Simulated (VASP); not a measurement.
LuCd:

```xyz
2
Lattice="3.6410 0.0000 0.0000 0.0000 3.6410 0.0000 0.0000 0.0000 3.6410" Properties=species:S:1:pos:R:3 pbc="T T T"
Lu    1.8205    1.8205    1.8205
Cd    0.0000    0.0000    0.0000
```

| Quantity | Value |
| --- | --- |
| Program | VASP 6.6.1 |
| Task | relaxation of cell and atoms |
| Functional | PBEsol |
| Potentials or basis | VASP PAW PBE potentials, release 64 (Lu, Cd) |
| Cutoff | 600 eV |
| k mesh | 10 × 10 × 10 |
| Occupations | fermi-dirac, width 0.08 eV |
| Spin | no spin polarisation |

At the start: pressure -1.6 GPa; volume 24.13 Å³/atom.

**Question.** Where does the relaxation end?

**Answer.** Over 3 steps the energy falls by 3.0 meV/atom and the volume is 23.56 Å³/atom (-2.4 %); space group Pm-3m (No. 221, to 0.05 Å).

The path:
```
step  energy change (eV)  largest force (eV/Å)  pressure (GPa)  volume (Å³)
   1              0.0000                0.0000           -1.62        48.27
   2             -0.0046                0.0000            0.81        46.58
   3             -0.0060                0.0000            0.01        47.11
```

Final structure:
```xyz
2
Lattice="3.6117 0.0000 0.0000 0.0000 3.6117 0.0000 0.0000 0.0000 3.6117" Properties=species:S:1:pos:R:3 pbc="T T T"
Lu    1.8058    1.8058    1.8058
Cd    0.0000    0.0000    0.0000
```

Caveat: the PAW data sets were made with another functional, which shifts forces and pressure a little.
